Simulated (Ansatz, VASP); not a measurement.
## One calculation of CuO, two programs

File INCAR:

```
SYSTEM = CuO
PREC = Accurate
ENCUT = 520
EDIFF = 1E-6
ISMEAR = -1
SIGMA = 0.05
LREAL = .False.
LASPH = .True.
NELM = 150
ALGO = Normal
ISIF = 2
LWAVE = .False.
LCHARG = .False.
LMAXMIX = 4
LDAU = .True.
LDAUTYPE = 2
LDAUL = 2 -1
LDAUU = 5.3 0
LDAUJ = 0 0
LDAUPRINT = 1
GGA = PS
NBANDS = 25
```

KPOINTS

```
regular mesh
0
Gamma
  10 10 6
  0 0 0
```

Contents of POSCAR:

```
CuO
1.0
    3.1795331000      0.0000000000      0.0000000000
   -1.5897665500      2.7535564400      0.0000000000
    0.0000000000      0.0000000000      4.4314907300
Cu O
2 2
Direct
    0.0000000000      0.0000000000      0.0000000000
    0.0000000000      0.0000000000      0.5000000000
    0.3333333333      0.6666666667      0.2500000000
    0.6666666667      0.3333333333      0.7500000000
```

File input.yaml:

```yaml
crystal:
  lattice:
    - [3.1795331, 0.0, 0.0]
    - [-1.58976655, 2.75355644, 0.0]
    - [0.0, 0.0, 4.43149073]
  atoms:
    - { symbol: Cu, position: [0.0, 0.0, 0.0] }
    - { symbol: Cu, position: [0.0, 0.0, 0.5] }
    - { symbol: O, position: [0.3333333333, 0.6666666667, 0.25] }
    - { symbol: O, position: [0.6666666667, 0.3333333333, 0.75] }
hamiltonian:
  xc: pbesol
  pseudopotentials: { kind: paw }
  hubbard: { sites: [{ species: Cu, l: d, u_eff: 5.3 }] }
kpoints:
  mp_grid: { grid: [10, 10, 6] }
  band_path:
    path:
      - [[0.0, 0.0, 0.0], [0.5, 0.0, 0.0], [0.3333333333, 0.3333333333, 0.0], [0.0, 0.0, 0.0], [0.0, 0.0, 0.5], [0.5, 0.0, 0.5], [0.3333333333, 0.3333333333, 0.5], [0.0, 0.0, 0.5]]
      - [[0.5, 0.0, 0.5], [0.5, 0.0, 0.0]]
      - [[0.3333333333, 0.3333333333, 0.0], [0.3333333333, 0.3333333333, 0.5]]
    npoints: 14
scf:
  occupations: { method: fermi_dirac, width: 0.05 }
  n_extra_bands: 10
output:
  forces: true
  stress: true
  eigenvalues: true
  fatbands: false
```

Alike in both runs: functional PBEsol; k mesh 10 × 10 × 6; occupations fermi-dirac, width 0.05 eV; no spin polarisation; Hubbard terms Cu d U = 5.3 eV.

```csv
,VASP,Ansatz
version,VASP 6.6.1,Ansatz 0.2.0
potentials or method,"VASP PAW PBE potentials, release 64 (Cu, O)",Ansatz PAW
plane-wave cutoff (eV),520,420
valence electrons in the cell,34,50
task,single point,band structure
```

VASP gave:

```
gap on the k mesh at the Fermi level (eV)                     : none
pressure (GPa)                                                : -7.8
traceless stress, the component that is largest in VASP (GPa) : 27.41
```

Question: Estimate Ansatz's values.

Answer: gap on the k mesh at the Fermi level (eV): none; pressure (GPa): 0.1; traceless stress, the component that is largest in VASP (GPa): 27.77.

VASP's potentials were made for PBE, not for PBEsol. The programs project onto different local orbitals, so the same U acts differently, and such runs can settle in different states. A gap of «none» marks a metal or a gap that the smearing closes. VASP's potentials hold 34 valence electrons a cell and Ansatz's 50, so a difference there can come from the potentials and not from the codes.
